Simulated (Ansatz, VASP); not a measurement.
B6C: VASP beside Ansatz

```
B C
1.0
     4.12728    0.00000    0.00000
     0.00000    4.12728    0.00000
     0.00000    0.00000    4.12728
B C
6 1
Direct
  0.19666 0.50000 0.50000
  0.50000 0.19666 0.50000
  0.80334 0.50000 0.50000
  0.50000 0.80334 0.50000
  0.50000 0.50000 0.19666
  0.50000 0.50000 0.80334
  0.00000 0.00000 0.00000
```

Change from the starting cell: species swapped into the SiB6 type (Pm-3m, No. 221).

Alike in both runs: functional PBE; k mesh 4 × 4 × 4; occupations gaussian, width 0.2 eV; no spin polarisation.

Ansatz relaxed the structure, and its values are those at the end. VASP's run is a single point on that final structure, the one shown.

```csv
,VASP,Ansatz
version,VASP 6.6.1,Ansatz 0.2.0
potentials or method,"VASP PAW PBE potentials, release 64 (B, C), cutoff 600 eV","scalar-relativistic, plane waves, PAW"
valence electrons in the cell,22,22
```

```csv
,VASP,Ansatz,Ansatz less VASP
gap on the k mesh at the Fermi level (eV),none,none,-
pressure (GPa),-0.2,-0.1,+0.06
rms of the force components (eV/Å),0.029,0.021,-0.0089
```

A gap of «none» marks a metal or a gap that the smearing closes.

The k mesh is coarse, so the values compare programs but aren't converged.
